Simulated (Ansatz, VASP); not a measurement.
**One calculation of ZnRe, two programs**

```
Zn Re
1.0
     2.74822    0.00000    0.00000
    -1.37411    2.38003    0.00000
     0.00000    0.00000    4.49407
Zn Re
1 1
Cartesian
  0.0000 0.0000 0.0000
  0.0000 1.5867 2.2470
```

Alike in both runs: task single point; functional PBE; k mesh 6 × 6 × 4; occupations gaussian, width 0.1 eV; no spin polarisation.

|  | VASP | Ansatz |
| --- | --- | --- |
| version | VASP 6.6.1 | Ansatz 0.2.0 |
| potentials or method | VASP PAW PBE potentials, release 64 (Zn, Re_sv_GW), cutoff 560 eV | scalar-relativistic, plane waves, PAW |
| valence electrons in the cell | 27 | 27 |

```csv
,VASP,Ansatz,Ansatz less VASP
gap on the k mesh at the Fermi level (eV),none,none,-
pressure (GPa),-1.3,-0.8,+0.48
"traceless stress, the component that is largest in VASP (GPa)",-0.13,-0.37,-0.235
```

A gap of «none» marks a metal or a gap that the smearing closes.

The k mesh is coarse, so the values compare programs but aren't converged. Neither program's run includes spin-orbit coupling.
